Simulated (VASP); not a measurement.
# Mo: single point with PBEsol

Crystal: Mo.

```
Mo
1.0
    -1.57100    1.52387    1.57100
     1.57100   -1.52387    1.57100
     1.57100    1.52387   -1.57100
Mo
1
Direct
  0.00000 0.00000 0.00000
```

This cell differs from its parent crystal: strain -0.0300 x Voigt [0, 1, 0, 0, 0, 0].

```json
{
 "Program": "VASP 6.6.1",
 "Task": "single point",
 "Functional": "PBEsol",
 "Potentials or basis": "VASP PAW PBE potentials, release 64 (Mo_sv)",
 "Cutoff": "520 eV",
 "k mesh": "22 × 22 × 22",
 "Occupations": "gaussian, width 0.15 eV",
 "Spin": "no spin polarisation"
}
```

```json
{"Pressure": "6.1 GPa", "Band gap on the k mesh": "zero (bands 7 and 8 overlap by 5.54 eV)"}
```

Stress tensor (GPa, compression positive):
```
 2.71  0.00  0.00
 0.00 12.96  0.00
 0.00  0.00  2.71
```

Levels at points of the mesh, in eV from the Fermi level:
| k point | band 3 | band 4 | band 5 | band 6 | band 7 | band 8 | band 9 | band 10 | band 11 | band 12 |
| --- | --- | --- | --- | --- | --- | --- | --- | --- | --- | --- |
| (0.00, 0.00, 0.00) | -34.39 | -34.37 | -7.40 | -1.68 | -1.30 | -1.30 | 1.47 | 1.96 | 14.68 | 14.68 |
| (0.50, 0.00, 0.00) | -34.90 | -34.41 | -5.60 | -3.72 | 1.85 | 1.86 | 2.62 | 5.08 | 11.99 | 12.35 |
| (0.00, 0.50, 0.00) | -34.85 | -34.38 | -5.55 | -3.32 | 1.46 | 1.60 | 2.29 | 5.01 | 12.05 | 12.09 |
| (0.50, 0.50, 0.50) | -35.51 | -35.40 | -5.81 | -5.72 | 4.21 | 4.21 | 4.32 | 9.07 | 9.07 | 9.87 |

Wall time 49 s on 1 thread of Intel(R) Xeon(R) 6975P-C (Granite Rapids), with other jobs on the host, peak memory 0.25 GiB.

Caveat: the cell differs from its parent crystal (strain -0.0300 x Voigt [0, 1, 0, 0, 0, 0]); the stress differs along the axes, from 3 to 13 GPa; the PAW data sets were made with another functional, which shifts forces and pressure a little.
